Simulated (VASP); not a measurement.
NbCu:

```
CELL_PARAMETERS angstrom
0.00000 2.56221 2.56221
2.56221 0.00000 2.56221
2.56221 2.56221 0.00000
ATOMIC_POSITIONS crystal
Nb 0.00000 0.00000 0.00000
Cu 0.50000 0.50000 0.50000
```

* Program: VASP 6.6.1
* Task: relaxation of cell and atoms
* Functional: PBEsol-based screened hybrid with 25 % exact exchange
* Potentials or basis: VASP PAW PBE potentials, release 64 (Nb_sv, Cu)
* Cutoff: 600 eV
* k mesh: 5 × 5 × 5
* Occupations: fermi-dirac, width 0.05 eV
* Spin: no spin polarisation

At the start: pressure -7.3 GPa; volume 16.82 Å³/atom.

Question: Where does the relaxation end?

Answer: Over 4 steps the energy falls by 18.6 meV/atom and the volume is 16.03 Å³/atom (-4.7 %); space group Fm-3m (No. 225, to 0.1 Å) before and after.

Step by step:
| step | energy change (eV) | largest force (eV/Å) | pressure (GPa) | volume (Å³) |
| --- | --- | --- | --- | --- |
| 1 | 0.0000 | 0.0000 | -7.35 | 33.64 |
| 2 | 0.0371 | 0.0000 | 12.42 | 30.02 |
| 3 | -0.0372 | 0.0000 | -0.14 | 32.08 |
| 4 | -0.0372 | 0.0000 | 0.02 | 32.05 |

Final structure:
```cif
data_structure
_symmetry_space_group_name_H-M 'P 1'
_symmetry_Int_Tables_number 1
_cell_length_a 3.5656
_cell_length_b 3.5656
_cell_length_c 3.5656
_cell_angle_alpha 60.000
_cell_angle_beta 60.000
_cell_angle_gamma 60.000
_cell_volume 32.05
loop_
_atom_site_label
_atom_site_type_symbol
_atom_site_fract_x
_atom_site_fract_y
_atom_site_fract_z
_atom_site_occupancy
Nb1 Nb 0.00000 0.00000 0.00000 1
Cu1 Cu 0.50000 0.50000 0.50000 1
```

Caveat: the k points lie up to 0.43 Å⁻¹ apart in the final cell, too coarse for converged energies and pressures of a metal; the PAW data sets were made with another functional, which shifts forces and pressure a little.
